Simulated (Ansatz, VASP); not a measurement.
## Ru in VASP and in Ansatz

Contents of INCAR:

```
PREC = Accurate ; ENCUT = 520
EDIFF = 1E-8 ; ISMEAR = -1
SIGMA = 0.05 ; LREAL = False
LASPH = True ; NELM = 100
ALGO = Normal ; ISIF = 2
LWAVE = False ; LCHARG = False
LEFG = True ; NBANDS = 21
```

The input KPOINTS:

```
Automatic mesh
0
Gamma
  14 14 8
```

Contents of POSCAR:

```
Ru
1.0
    2.7078263433      0.0000000000      0.0000000000
   -1.3539131716      2.3450464023      0.0000000000
    0.0000000000      0.0000000000      4.2681017800
Ru
2
Direct
    0.3333333333      0.6666666667      0.2500000000
    0.6666666667      0.3333333333      0.7500000000
```

Input for Ansatz:

```yaml
crystal:
  lattice:
    - [2.7078263433, 0.0, 0.0]
    - [-1.3539131716, 2.3450464023, 0.0]
    - [0.0, 0.0, 4.26810178]
  atoms:
    - { symbol: Ru, position: [0.3333333333, 0.6666666667, 0.25] }
    - { symbol: Ru, position: [0.6666666667, 0.3333333333, 0.75] }
kpoints:
  mp_grid: { grid: [14, 14, 8] }
  band_path:
    path:
      - [0.0, 0.0, 0.0]
      - [0.5, 0.0, 0.0]
      - [0.3333333333, 0.3333333333, 0.0]
      - [0.0, 0.0, 0.0]
      - [0.0, 0.0, 0.5]
      - [0.5, 0.0, 0.5]
      - [0.3333333333, 0.3333333333, 0.5]
      - [0.0, 0.0, 0.5]
      - [0.5, 0.0, 0.5]
    npoints: 5
scf:
  occupations: { method: fermi_dirac, width: 0.05 }
hamiltonian:
  xc: lda
  pseudopotentials: { kind: paw }
output:
  forces: true
  stress: true
  eigenvalues: true
  efg: { contact_densities: true }
```

Alike in both runs: task electric field gradients; functional LDA; k mesh 14 × 14 × 8; occupations fermi-dirac, width 0.05 eV; no spin polarisation.

|  | VASP | Ansatz |
| --- | --- | --- |
| version | VASP 6.6.1 | Ansatz 0.2.0 |
| potentials or method | VASP PAW LDA potentials, release 64 (Ru_pv) | PAW with Ansatz's default frozen-core files, scalar-relativistic |
| plane-wave cutoff (eV) | 520 | 420 |
| valence electrons in the cell | 28 | 32 |

```tsv
	VASP	Ansatz	Ansatz less VASP
pressure (GPa)	-10.8	-11.7	-0.85
traceless stress, the component that is largest in VASP (GPa)	-0.21	-0.28	-0.068
size of Vzz on the site where it differs most (V/Å²)	16.1	11.7	-4.37
```

LDA's correlation is that of Perdew and Zunger in VASP and of Perdew and Wang (1992) in Ansatz. VASP's potentials hold 28 valence electrons a cell and Ansatz's 32, so a difference there can come from the potentials and not from the codes.
